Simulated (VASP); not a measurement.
A run of VASP 6.6.1 is set up as follows.

INCAR

```
SYSTEM = BP
PREC = Accurate ; ENCUT = 520
EDIFF = 1E-6 ; ISMEAR = 0
SIGMA = 0.05 ; LREAL = .False.
LASPH = .True. ; NELM = 100
ALGO = Normal ; ISIF = 2
LWAVE = .False. ; LCHARG = .True.
GGA = B5 ; ALDAX = 1.0
AGGAX = 1.0 ; AGGAC = 1.0
ALDAC = 0.0 ; LELF = .True.
LVHAR = .True. ; NBANDS = 11
```

The input KPOINTS:

```
regular mesh
0
Gamma
  8 8 8
  0 0 0
```

POSCAR

```
BP
1.0
    0.0000000000      2.2978514906      2.2978514906
    2.2978514906      0.0000000000      2.2978514906
    2.2978514906      2.2978514906      0.0000000000
B P
1 1
Direct
    0.0000000000      0.0000000000      0.0000000000
    0.7500000000      0.7500000000      0.7500000000
```

Potentials or basis: VASP PAW PBE potentials, release 64 (B, P).

Command:

```console
$ cat potpaw_PBE.64/B/POTCAR potpaw_PBE.64/P/POTCAR > POTCAR
$ mpirun -np 1 vasp_std > vasp.out
```

(1) Estimate the band gap on the k mesh.

(2) Estimate the pressure.

Results:

(1) 1.60 eV, indirect (least direct gap 3.52 eV).

(2) -0.1 GPa.

Caveat: the PAW data sets were made with another functional, which shifts forces and pressure a little.
